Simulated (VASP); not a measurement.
# TaN (P-6m2) in VASP: notebook

TaN is run at these levels: PBEsol; tasks: single point.

Program: VASP 6.6.1. These are calculated values, not measurements. Logs are shortened: lines on timing, memory, paths and dates and some standing lists are left out, and cuts for length are marked.

**1. The cell of the first run**

It takes space group P-6m2 (No. 187, hexagonal). The conventional cell has a = 2.814 Å, b = 2.814 Å, c = 2.763 Å, α = 90.00°, β = 90.00°, γ = 120.00°. Ta (site symmetry -6m2) has 6 N at 2.13 Å and 8 Ta at 2.76 to 2.81 Å within 2.9 Å. N (site symmetry -6m2) has 6 Ta at 2.13 Å and 8 N at 2.76 to 2.81 Å within 2.9 Å.

**2. Single point, PBEsol**

Input file INCAR:

```
SYSTEM = TaN
ALGO = Normal ; EDIFF = 1E-6
ENCUT = 700 ; GGA = PS
GGA_COMPAT = .False. ; ISIF = 2
ISMEAR = 0 ; LASPH = .True.
LCHARG = .False. ; LREAL = .False.
LWAVE = .False. ; NBANDS = 16
NELM = 120 ; PREC = Accurate
SIGMA = 0.15
```

Input file KPOINTS:

```
k-points
0
Gamma
  18 18 16
  0 0 0
```

Input file POSCAR:

```
TaN
1.0
    2.8144000000      0.0000000000      0.0000000000
   -1.4072000000      2.4373418964      0.0000000000
    0.0000000000      0.0000000000      2.7631000000
Ta N
1 1
Direct
    0.3333333333      0.6666666667      0.5000000000
    0.0000000000      0.0000000000      0.0000000000
```

Potentials or basis: VASP PAW PBE potentials, release 64 (Ta_sv_GW, N).

The run is started by

```bash
> cat potpaw_PBE.64/Ta_sv_GW/POTCAR potpaw_PBE.64/N/POTCAR > POTCAR
> mpirun -np 1 vasp_std > vasp.out
```

OUTCAR:

```text
SYSTEM = TaN
   EDIFF = 1E-6
   ENCUT = 700
   GGA = PS
   ISIF = 2
   ISMEAR = 0
   LASPH = .True.
   LREAL = .False.
   NELM = 120
   PREC = Accurate

 ion  position               nearest neighbor table
   1  0.333  0.667  0.500-   2 2.13   2 2.13   2 2.13   2 2.13   2 2.13   2 2.13
   2  0.000  0.000  0.000-   1 2.13   1 2.13   1 2.13   1 2.13   1 2.13   1 2.13

  LATTYP: Found a hexagonal cell.
 ALAT       =     2.8144000000
 C/A-ratio  =     0.9817723138

  Lattice vectors:

 A1 = (   2.8144000000,   0.0000000000,   0.0000000000)
 A2 = (  -1.4072000000,   2.4373418964,   0.0000000000)
 A3 = (   0.0000000000,   0.0000000000,   2.7631000000)

Analysis of symmetry for initial positions (statically):
=====================================================================
 Subroutine PRICEL returns:
 Original cell was already a primitive cell.

 Routine SETGRP: Setting up the symmetry group for a
 hexagonal supercell.

 Subroutine GETGRP returns: Found 12 space group operations
 (whereof 12 operations were pure point group operations)
 out of a pool of 24 trial point group operations.

The static configuration has the point symmetry D_3h.

Analysis of symmetry for dynamics (positions and initial velocities):
=====================================================================
 Subroutine PRICEL returns:
 Original cell was already a primitive cell.

 Routine SETGRP: Setting up the symmetry group for a
 hexagonal supercell.

 Subroutine GETGRP returns: Found 12 space group operations
 (whereof 12 operations were pure point group operations)
 out of a pool of 24 trial point group operations.

The dynamic configuration has the point symmetry D_3h.

 Subroutine INISYM returns: Found 12 space group operations
 (whereof 12 operations are pure point group operations),
 and found     1 'primitive' translations

----------------------------------------------------------------------------------------

                                     Primitive cell

  volume of cell :      18.9539

  direct lattice vectors                    reciprocal lattice vectors
     2.814400000  0.000000000  0.000000000     0.355315520  0.205141511  0.000000000
    -1.407200000  2.437341896  0.000000000     0.000000000  0.410283022  0.000000000
     0.000000000  0.000000000  2.763100000     0.000000000  0.000000000  0.361912345

  length of vectors
     2.814400000  2.814400000  2.763100000     0.410283022  0.410283022  0.361912345

  position of ions in fractional coordinates (direct lattice)
     0.333333333  0.666666667  0.500000000
     0.000000000  0.000000000  0.000000000

  ion indices of the primitive-cell ions
   primitive index   ion index
                 1           1
                 2           2

----------------------------------------------------------------------------------------

 KPOINTS: k-points

Automatic generation of k-mesh.
 Grid dimensions read from file:
 generate k-points for:   18   18   16

 Generating k-lattice:

  Cartesian coordinates                     Fractional coordinates (reciprocal lattice)
     0.019739751  0.011396751  0.000000000     0.055555556 -0.000000000  0.000000000
     0.000000000  0.022793501  0.000000000     0.000000000  0.055555556  0.000000000
     0.000000000  0.000000000  0.022619522     0.000000000  0.000000000  0.062500000

  Length of vectors
     0.022793501  0.022793501  0.022619522

  Shift w.r.t. Gamma in fractional coordinates (k-lattice)
     0.000000000  0.000000000  0.000000000

 Subroutine IBZKPT returns following result:
 ===========================================

 Found    333 irreducible k-points:

 Following reciprocal coordinates:
            Coordinates               Weight
  0.000000  0.000000  0.000000      1.000000
  0.055556 -0.000000  0.000000      6.000000
  0.111111 -0.000000  0.000000      6.000000
  0.166667 -0.000000  0.000000      6.000000
  0.222222 -0.000000  0.000000      6.000000
  0.277778 -0.000000  0.000000      6.000000
[... 16 lines left out ...]
  0.333333  0.111111  0.000000     12.000000
  0.388889  0.111111  0.000000     12.000000
 [... further k-points ...]
   k-points           NKPTS =    333   k-points in BZ     NKDIM =    333   number of bands    NBANDS=     16
   number of dos      NEDOS =    301   number of ions     NIONS =      2
   total plane-waves  NPLWV =  13824
   dimension x,y,z NGX =    24 NGY =   24 NGZ =   24
   dimension x,y,z NGXF=    48 NGYF=   48 NGZF=   48
   ions per type =               1   1
   NGX,Y,Z   is equivalent  to a cutoff of  14.18, 14.18, 14.44 a.u.
   NGXF,Y,Z  is equivalent  to a cutoff of  28.35, 28.35, 28.88 a.u.
 SYSTEM =  TaN
   PREC   = accura    normal or accurate (medium, high low for compatibility)
   ISTART =      0    job   : 0-new  1-cont  2-samecut
   ICHARG =      2    charge: 1-file 2-atom 10-const
   ISPIN  =      1    spin polarized calculation?
   LNONCOLLINEAR =      F non collinear calculations
   LSORBIT =      F    spin-orbit coupling
   LASPH  =      T    aspherical Exc in radial PAW
   ENCUT  =  700.0 eV  51.45 Ry    7.17 a.u.   6.07  6.07  5.96*2*pi/ulx,y,z
   NELM   =    120;   NELMIN=  2; NELMDL= -5     # of ELM steps
   EDIFF  = 0.1E-05   stopping-criterion for ELM
   LREAL  =      F    real-space projection
[... 7 lines left out ...]
   TEBEG  =    0.0;   TEEND  =   0.0 temperature during run
   PSTRESS=    0.0 pullay stress
   NELECT =      18.0000    total number of electrons
   NUPDOWN=      -1.0000    fix difference up-down
   EMIN   =  10.00;   EMAX   =-10.00  energy-range for DOS
   EFERMI =   0.00;   METHOD = LEGACY
   ISMEAR =     0;   SIGMA  =   0.15  broadening in eV -4-tet -1-fermi 0-gaus
   EFERMI_NEDOS =   21; number of points for ismear=-14 and -15
   IALGO  =     38    algorithm
   IMIX   =      4    mixing-type and parameters
     AMIX     =   0.40;   BMIX     =  1.00
     AMIX_MAG =   1.60;   BMIX_MAG =  1.00
  volume/ion in A,a.u.               =       9.48        63.95
  Fermi-wavevector in a.u.,A,eV,Ry     =   1.609161  3.040872 35.230894  2.589398
  Thomas-Fermi vector in A             =   2.704915
   LORBIT       =      0    0 simple, 1 ext, 2 COOP (PROOUT), +10 PAW based schemes
   GGA     = PS    functional components
   LHFCALC =     F    Hartree Fock is set to
   AEXX    =    0.0000 exact exchange contribution
   IVDW    =     0    specifies the selected vdW correction
   LEPSILON=     F    determine dielectric tensor
   LRPA    =     F    only Hartree local field effects (RPA)
 non-spin polarized calculation
 Gauss-broadening in eV      SIGMA  =   0.15
  energy-cutoff  :      700.00
  volume of cell :       18.95
 maximum number of plane-waves:       818
   NGX = 13   NGY = 13   NGZ = 11

 number of electron      17.9999999 magnetization

 Free energy of the ion-electron system (eV)
  ---------------------------------------------------
  ext. energy  EPLUGINS =         0.00000000
  ---------------------------------------------------
  free energy    TOTEN  =       -25.98982510 eV

  energy without entropy =      -25.98877983  energy(sigma->0) =      -25.98930246

 E-fermi :  14.2328     XC(G=0): -14.6301

 val. band max:       14.2229050646   @ k =   0.0556  -0.0000   0.5000
 cond. band min:      14.2447701278   @ k =   0.0556  -0.0000   0.4375
 fundamental gap:      0.0218650632
 Fermi energy:        14.2328032505

 k-point     1 :       0.0000    0.0000    0.0000
  band No.  band energies     occupation
      1     -53.8991      2.00000
      2     -20.1558      2.00000
      3     -19.8120      2.00000
      4     -19.8120      2.00000
      5      -4.4472      2.00000
      6       9.0916      2.00000
[... 8 lines left out ...]
     15      28.1484      0.00000
     16      31.5595      0.00000

 k-point     2 :       0.0556   -0.0000    0.0000
  band No.  band energies     occupation
      1     -53.8950      2.00000
      2     -20.1488      2.00000
      3     -19.8673      2.00000
      4     -19.8233      2.00000
      5      -4.3641      2.00000
      6       8.8571      2.00000
[... 8 lines left out ...]
     15      28.1331      0.00000
     16      31.7132      0.00000

 k-point     3 :       0.1111   -0.0000    0.0000
  band No.  band energies     occupation
      1     -53.8833      2.00000
      2     -20.1287      2.00000
      3     -20.0237      2.00000
      4     -19.8556      2.00000
      5      -4.1254      2.00000
      6       8.3341      2.00000
[... 8 lines left out ...]
     15      28.0885      0.00000
     16      32.1412      0.00000

 k-point     4 :       0.1667   -0.0000    0.0000
  band No.  band energies     occupation
      1     -53.8652      2.00000
      2     -20.2559      2.00000
      3     -20.0977      2.00000
      4     -19.9046      2.00000
      5      -3.7609      2.00000
      6       7.6789      2.00000
[... 8 lines left out ...]
     15      28.0631      0.00000
     16      32.7967      0.00000

 k-point     5 :       0.2222   -0.0000    0.0000
  band No.  band energies     occupation
      1     -53.8428      2.00000
      2     -20.5298      2.00000
      3     -20.0593      2.00000
      4     -19.9640      2.00000
      5      -3.3129      2.00000
      6       7.0092      2.00000
[... 8 lines left out ...]
     15      28.1639      0.00000
     16      32.6903      0.00000

 k-point     6 :       0.2778   -0.0000    0.0000
  band No.  band energies     occupation
      1     -53.8189      2.00000
      2     -20.8094      2.00000
      3     -20.0264      2.00000
      4     -20.0182      2.00000
      5      -2.8307      2.00000
      6       6.4018      2.00000
[... 8 lines left out ...]
     15      28.4776      0.00000
     16      32.9860      0.00000
[... 267 lines left out ...]
 k-point    21 :       0.2222    0.1111    0.0000
  band No.  band energies     occupation
      1     -53.8116      2.00000
      2     -20.8366      2.00000
      3     -20.1097      2.00000
      4     -20.0055      2.00000
      5      -2.6647      2.00000
      6       6.3461      2.00000
[... 8 lines left out ...]
     15      28.6338      0.00000
     16      32.9603      0.00000

 k-point    22 :       0.2778    0.1111    0.0000
  band No.  band energies     occupation
      1     -53.7904      2.00000
      2     -21.0542      2.00000
      3     -20.1859      2.00000
      4     -19.9689      2.00000
      5      -2.2161      2.00000
      6       5.9266      2.00000
[... 8 lines left out ...]
     15      29.0822      0.00000
     16      31.7702      0.00000

 k-point    23 :       0.3333    0.1111    0.0000
  band No.  band energies     occupation
      1     -53.7731      2.00000
      2     -21.2268      2.00000
      3     -20.2474      2.00000
      4     -19.9388      2.00000
      5      -1.8382      2.00000
      6       5.6200      2.00000
[... 8 lines left out ...]
     15      29.0080      0.00000
     16      31.0496      0.00000

 k-point    24 :       0.3889    0.1111    0.0000
  band No.  band energies     occupation
      1     -53.7617      2.00000
      2     -21.3373      2.00000
      3     -20.2872      2.00000
      4     -19.9190      2.00000
      5      -1.5841      2.00000
      6       5.4362      2.00000
[... 8 lines left out ...]
     15      28.1006      0.00000
     16      31.3419      0.00000

 [... further k-points ...]

------------------------ aborting loop because EDIFF is reached ----------------------------------------

  FORCE on cell =-STRESS in cart. coord.  units (eV):
  Direction    XX          YY          ZZ          XY          YZ          ZX
  --------------------------------------------------------------------------------------
  -------------------------------------------------------------------------------------
  Total        6.0987588      6.0987588      6.8609018      0.0000000      0.0000000      0.0000000
  in kB      515.5290699    515.5290699    579.9531419      0.0000000      0.0000000      0.0000000
  external PRESSURE =     537.0037606 kB  Pullay stress =       0.0000000 kB

 VOLUME and BASIS-vectors are now :
 -----------------------------------------------------------------------------
  energy-cutoff  :      700.00
  volume of cell :       18.95
      direct lattice vectors                 reciprocal lattice vectors
     2.814400000  0.000000000  0.000000000     0.355315520  0.205141511  0.000000000
    -1.407200000  2.437341896  0.000000000     0.000000000  0.410283022  0.000000000
     0.000000000  0.000000000  2.763100000     0.000000000  0.000000000  0.361912345

 POSITION                                       TOTAL-FORCE (eV/Angst)
 -----------------------------------------------------------------------------------
     -0.00000      1.62489      1.38155         0.000000     -0.000000      0.000000
      0.00000      0.00000      0.00000        -0.000000      0.000000      0.000000
 -----------------------------------------------------------------------------------
    total drift:                                0.000000     -0.000000     -0.000000

  FREE ENERGIE OF THE ION-ELECTRON SYSTEM (eV)
  ---------------------------------------------------
  free  energy   TOTEN  =       -25.9898250957 eV

  energy  without entropy=      -25.9887798319  energy(sigma->0) =      -25.98930246
```

It took 93 s on 1 thread of AMD EPYC 7R13 (Zen 3), shared host; peak memory 0.25 GiB.

What came out:

* Free energy: -25.9898 eV
* Pressure: 53.7 GPa
* Band gap on the k mesh: zero (bands 9 and 10 overlap by 0.49 eV)

Caveat: the stress differs along the axes, from 52 to 58 GPa; the PAW data sets were made with another functional, which shifts forces and pressure a little; spin-orbit coupling is left out, which moves the levels of the heavy elements.

**3. Single point, PBEsol**

This run uses another cell than the first one, of 9.60 Å³/atom.

Input file INCAR:

```
SYSTEM = TaN
ALGO = Normal
EDIFF = 1E-6
ENCUT = 700
GGA = PS
GGA_COMPAT = .FALSE.
ISIF = 2
ISMEAR = 0
LASPH = .TRUE.
LCHARG = .FALSE.
LREAL = .FALSE.
LWAVE = .FALSE.
NBANDS = 16
NELM = 120
PREC = Accurate
SIGMA = 0.15
```

Input file KPOINTS:

```
k-points
0
G
  18 18 16
  0 0 0
```

Changes to POSCAR since step 2:

```diff
@@ -4,3 +4,3 @@
    -1.4072000000      2.4373418964      0.0000000000
-    0.0000000000      0.0000000000      2.7631000000
+    0.0000000000      0.0000000000      2.7990000000
 Ta N
```

Potentials or basis: VASP PAW PBE potentials, release 64 (Ta_sv_GW, N).

The run is started by

```bash
> cat potpaw_PBE.64/Ta_sv_GW/POTCAR potpaw_PBE.64/N/POTCAR > POTCAR
> mpirun -np 1 vasp_std > vasp.out
```

It took 42 s on 1 thread of Intel Xeon 6975P-C (Granite Rapids), shared host; peak memory 0.29 GiB.

It converged, with:

| Property | Result |
| --- | --- |
| Free energy | -26.0679 eV |
| Pressure | 45.9 GPa |
| Band gap on the k mesh | zero (bands 9 and 10 overlap by 0.52 eV) |

Stress tensor (GPa, compression positive):
```
47.44  0.00  0.00
 0.00 47.44  0.00
 0.00  0.00 42.82
```

Levels at points of the mesh, in eV from the Fermi level:
```
           k point  band 5  band 6  band 7  band 8  band 9  band 10  band 11  band 12  band 13  band 14
(0.00, 0.00, 0.00)  -18.54   -4.93   -4.93   -4.78   -3.06     3.24     4.11     4.11     4.70     4.70
(0.50, 0.00, 0.00)  -15.74   -8.89   -5.88   -3.97   -3.24     3.45     4.94     5.83     6.36     8.53
(0.00, 0.00, 0.50)  -15.20  -10.04   -4.00   -4.00   -0.12    -0.12     2.61     3.78     3.78     9.27
(0.50, 0.00, 0.50)  -16.40   -7.96   -6.59   -6.24   -0.05     5.06     6.46     7.10     8.31    11.86
```

Caveat: the cell stands under pressure; the PAW data sets were made with another functional, which shifts forces and pressure a little; spin-orbit coupling is left out, which moves the levels of the heavy elements.

(Part 1 of 2 ends here.)

The gap in the log of VASP goes by the Fermi energy; the results here count the filled bands.